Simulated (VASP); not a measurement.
# PbS (I4mm) in VASP: further runs, part 2 of 2

VASP 6.6.1. The steps go on from the part before.

### 4 Single point, LDA (all S atoms moved -0.250 Å, as atom 2 along Cartesian [0 0 1])

Input file INCAR:

```
SYSTEM = PbS
PREC     = Accurate       ! precision mode
ENCUT    = 520            ! plane-wave cutoff, eV
EDIFF    = 1E-6           ! SCF threshold, eV
ISMEAR   = 0              ! smearing method
SIGMA    = 0.03           ! smearing width, eV
LREAL    = .FALSE.        ! projectors in reciprocal space
LASPH    = .TRUE.         ! aspherical terms in the spheres
NELM     = 60             ! most SCF steps
ALGO     = Normal         ! electronic algorithm
ISIF     = 2              ! what is computed and relaxed
LWAVE    = .FALSE.        ! write WAVECAR
LCHARG   = .FALSE.        ! write CHGCAR
GGA      = CA             ! functional
NBANDS   = 17             ! bands
```

Input file KPOINTS:

```
Automatic mesh
0
G
  10 10 10
  0 0 0
```

Input file POSCAR:

```
PbS
1.0
    0.0000000000      2.9650000000      2.9650000000
    2.9650000000      0.0000000000      2.9650000000
    2.9650000000      2.9650000000      0.0000000000
Pb S
1 1
Direct
    0.0000000000      0.0000000000      0.0000000000
    0.4578414840      0.4578414840      0.5421585160
```

Potentials or basis: VASP PAW LDA potentials, release 64 (Pb_d, S).

The run is started by

```sh
cat potpaw_LDA.64/Pb_d/POTCAR potpaw_LDA.64/S/POTCAR > POTCAR
mpirun -np 1 vasp_std > vasp.out
```

OUTCAR:

```text
SYSTEM = PbS
   PREC = Accurate
   ENCUT = 520
   EDIFF = 1E-6
   ISMEAR = 0
   LREAL = .FALSE.
   LASPH = .TRUE.
   NELM = 60
   ISIF = 2
   GGA = CA

 ion  position               nearest neighbor table
   1  0.000  0.000  0.000-   2 2.72   2 2.98   2 2.98   2 2.98   2 2.98   2 3.21
   2  0.458  0.458  0.542-   1 2.72   1 2.98   1 2.98   1 2.98   1 2.98   1 3.21

  LATTYP: Found a face centered cubic cell.
 ALAT       =     5.9300000000

  Lattice vectors:

 A1 = (   0.0000000000,   2.9650000000,   2.9650000000)
 A2 = (   2.9650000000,   0.0000000000,   2.9650000000)
 A3 = (   2.9650000000,   2.9650000000,   0.0000000000)

Analysis of symmetry for initial positions (statically):
=====================================================================
 Subroutine PRICEL returns:
 Original cell was already a primitive cell.

 Routine SETGRP: Setting up the symmetry group for a
 face centered cubic supercell.

 Subroutine GETGRP returns: Found  8 space group operations
 (whereof  8 operations were pure point group operations)
 out of a pool of 48 trial point group operations.

The static configuration has the point symmetry C_4v.

Analysis of symmetry for dynamics (positions and initial velocities):
=====================================================================
 Subroutine PRICEL returns:
 Original cell was already a primitive cell.

 Routine SETGRP: Setting up the symmetry group for a
 face centered cubic supercell.

 Subroutine GETGRP returns: Found  8 space group operations
 (whereof  8 operations were pure point group operations)
 out of a pool of 48 trial point group operations.

The dynamic configuration has the point symmetry C_4v.

 Subroutine INISYM returns: Found  8 space group operations
 (whereof  8 operations are pure point group operations),
 and found     1 'primitive' translations

----------------------------------------------------------------------------------------

                                     Primitive cell

  volume of cell :      52.1320

  direct lattice vectors                    reciprocal lattice vectors
     0.000000000  2.965000000  2.965000000    -0.168634064  0.168634064  0.168634064
     2.965000000  0.000000000  2.965000000     0.168634064 -0.168634064  0.168634064
     2.965000000  2.965000000  0.000000000     0.168634064  0.168634064 -0.168634064

  length of vectors
     4.193143212  4.193143212  4.193143212     0.292082767  0.292082767  0.292082767

  position of ions in fractional coordinates (direct lattice)
     0.000000000  0.000000000  0.000000000
     0.457841484  0.457841484  0.542158516

  ion indices of the primitive-cell ions
   primitive index   ion index
                 1           1
                 2           2

----------------------------------------------------------------------------------------

 KPOINTS: Automatic mesh

Automatic generation of k-mesh.
 Grid dimensions read from file:
 generate k-points for:   10   10   10

 Generating k-lattice:

  Cartesian coordinates                     Fractional coordinates (reciprocal lattice)
    -0.016863406  0.016863406  0.016863406     0.100000000  0.000000000  0.000000000
     0.016863406 -0.016863406  0.016863406     0.000000000  0.100000000  0.000000000
     0.016863406  0.016863406 -0.016863406     0.000000000  0.000000000  0.100000000

  Length of vectors
     0.029208277  0.029208277  0.029208277

  Shift w.r.t. Gamma in fractional coordinates (k-lattice)
     0.000000000  0.000000000  0.000000000

 Subroutine IBZKPT returns following result:
 ===========================================

 Found    102 irreducible k-points:

 Following reciprocal coordinates:
            Coordinates               Weight
  0.000000  0.000000  0.000000      1.000000
  0.100000  0.000000  0.000000      8.000000
  0.200000  0.000000  0.000000      8.000000
  0.300000  0.000000  0.000000      8.000000
  0.400000  0.000000  0.000000      8.000000
  0.500000  0.000000  0.000000      4.000000
[... 16 lines left out ...]
 -0.100000  0.100000  0.000000      4.000000
  0.000000 -0.100000  0.100000      8.000000
 [... further k-points ...]
   k-points           NKPTS =    102   k-points in BZ     NKDIM =    102   number of bands    NBANDS=     17
   number of dos      NEDOS =    301   number of ions     NIONS =      2
   total plane-waves  NPLWV =  32768
   dimension x,y,z NGX =    32 NGY =   32 NGZ =   32
   dimension x,y,z NGXF=    64 NGYF=   64 NGZF=   64
   ions per type =               1   1
   NGX,Y,Z   is equivalent  to a cutoff of  12.69, 12.69, 12.69 a.u.
   NGXF,Y,Z  is equivalent  to a cutoff of  25.37, 25.37, 25.37 a.u.
 SYSTEM =  PbS
   PREC   = accura    normal or accurate (medium, high low for compatibility)
   ISTART =      0    job   : 0-new  1-cont  2-samecut
   ICHARG =      2    charge: 1-file 2-atom 10-const
   ISPIN  =      1    spin polarized calculation?
   LNONCOLLINEAR =      F non collinear calculations
   LSORBIT =      F    spin-orbit coupling
   LASPH  =      T    aspherical Exc in radial PAW
   ENCUT  =  520.0 eV  38.22 Ry    6.18 a.u.   7.80  7.80  7.80*2*pi/ulx,y,z
   NELM   =     60;   NELMIN=  2; NELMDL= -5     # of ELM steps
   EDIFF  = 0.1E-05   stopping-criterion for ELM
   LREAL  =      F    real-space projection
   EDIFFG = 0.1E-04   stopping-criterion for IOM
   NSW    =      0    number of steps for IOM
   IBRION =     -1    ionic relax: 0-MD 1-quasi-New 2-CG
   NFREE  =      0    steps in history (QN), initial steepest desc. (CG)
   ISIF   =      2    stress and relaxation
   ISYM   =      2    0-nonsym 1-usesym 2-fastsym
   POTIM  = 0.5000    time-step for ionic-motion
   TEBEG  =    0.0;   TEEND  =   0.0 temperature during run
   PSTRESS=    0.0 pullay stress
   NELECT =      20.0000    total number of electrons
   NUPDOWN=      -1.0000    fix difference up-down
   EMIN   =  10.00;   EMAX   =-10.00  energy-range for DOS
   EFERMI =   0.00;   METHOD = LEGACY
   ISMEAR =     0;   SIGMA  =   0.03  broadening in eV -4-tet -1-fermi 0-gaus
   EFERMI_NEDOS =   21; number of points for ismear=-14 and -15
   IALGO  =     38    algorithm
   IMIX   =      4    mixing-type and parameters
     AMIX     =   0.40;   BMIX     =  1.00
     AMIX_MAG =   1.60;   BMIX_MAG =  1.00
  volume/ion in A,a.u.               =      26.07       175.90
  Fermi-wavevector in a.u.,A,eV,Ry     =   1.189552  2.247928 19.252709  1.415034
  Thomas-Fermi vector in A             =   2.325657
   LORBIT       =      0    0 simple, 1 ext, 2 COOP (PROOUT), +10 PAW based schemes
   GGA     = CA    functional components
   LHFCALC =     F    Hartree Fock is set to
   AEXX    =    0.0000 exact exchange contribution
   IVDW    =     0    specifies the selected vdW correction
   LEPSILON=     F    determine dielectric tensor
   LRPA    =     F    only Hartree local field effects (RPA)
 non-spin polarized calculation
 Gauss-broadening in eV      SIGMA  =   0.03
  energy-cutoff  :      520.00
  volume of cell :       52.13
 maximum number of plane-waves:      1422
   NGX = 15   NGY = 15   NGZ = 15

 number of electron      19.9999999 magnetization

 Free energy of the ion-electron system (eV)
  ---------------------------------------------------
  ext. energy  EPLUGINS =         0.00000000
  ---------------------------------------------------
  free energy    TOTEN  =        -9.96335254 eV

  energy without entropy =       -9.96335254  energy(sigma->0) =       -9.96335254

 E-fermi :   5.5444     XC(G=0): -10.0211

 val. band max:        5.3434920218   @ k =   0.5000   0.0000   0.0000
 cond. band min:       6.1207723103   @ k =   0.5000   0.0000   0.0000
 fundamental gap:      0.7772802885
 Fermi energy:         5.5444154793

 k-point     1 :       0.0000    0.0000    0.0000
  band No.  band energies     occupation
      1     -11.1506      2.00000
      2     -11.1461      2.00000
      3     -11.1406      2.00000
      4     -11.1396      2.00000
      5     -11.1396      2.00000
      6      -8.0490      2.00000
[... 9 lines left out ...]
     16      12.6672      0.00000
     17      14.0518      0.00000

 k-point     2 :       0.1000    0.0000    0.0000
  band No.  band energies     occupation
      1     -11.1512      2.00000
      2     -11.1470      2.00000
      3     -11.1436      2.00000
      4     -11.1370      2.00000
      5     -11.1349      2.00000
      6      -7.9607      2.00000
[... 9 lines left out ...]
     16      12.7191      0.00000
     17      14.8893      0.00000
[... 421 lines left out ...]
 k-point    24 :       0.0000   -0.1000    0.1000
  band No.  band energies     occupation
      1     -11.1570      2.00000
      2     -11.1481      2.00000
      3     -11.1454      2.00000
      4     -11.1351      2.00000
      5     -11.1244      2.00000
      6      -7.8154      2.00000
[... 9 lines left out ...]
     16      13.2669      0.00000
     17      14.9754      0.00000

 [... further k-points ...]
[... 5 lines left out ...]
  --------------------------------------------------------------------------------------
  -------------------------------------------------------------------------------------
  Total       -0.7673300     -0.7673300      0.0550244      0.0000000      0.0000000      0.0000000
  in kB      -23.5824378    -23.5824378      1.6910722      0.0000000      0.0000000      0.0000000
  external PRESSURE =     -15.1579344 kB  Pullay stress =       0.0000000 kB

 VOLUME and BASIS-vectors are now :
 -----------------------------------------------------------------------------
  energy-cutoff  :      520.00
  volume of cell :       52.13
      direct lattice vectors                 reciprocal lattice vectors
     0.000000000  2.965000000  2.965000000    -0.168634064  0.168634064  0.168634064
     2.965000000  0.000000000  2.965000000     0.168634064 -0.168634064  0.168634064
     2.965000000  2.965000000  0.000000000     0.168634064  0.168634064 -0.168634064

 POSITION                                       TOTAL-FORCE (eV/Angst)
 -----------------------------------------------------------------------------------
      0.00000      0.00000      0.00000         0.000000      0.000000     -0.251600
      2.96500      2.96500      2.71500         0.000000      0.000000      0.251600
 -----------------------------------------------------------------------------------
    total drift:                               -0.000000     -0.000000     -0.000753

  FREE ENERGIE OF THE ION-ELECTRON SYSTEM (eV)
  ---------------------------------------------------
  free  energy   TOTEN  =        -9.9633525399 eV

  energy  without entropy=       -9.9633525399  energy(sigma->0) =       -9.96335254
```

Run time: 32 s. Hardware: 1 thread of Intel Xeon 6975P-C (Granite Rapids), shared host; peak memory 0.21 GiB.

Results:

- Free energy: -9.9634 eV
- Pressure: -1.5 GPa
- Largest force: 0.252 eV/Å
- Band gap on the k mesh: 0.78 eV, direct

Forces on the atoms (eV/Å):
```
Pb   0.000  0.000 -0.252
S    0.000  0.000  0.252
```

Caveat: the cell differs from its parent crystal (all S atoms moved -0.250 Å, as atom 2 along Cartesian [0 0 1]); spin-orbit coupling is left out, which moves the levels of the heavy elements. A k mesh can miss the band edges.
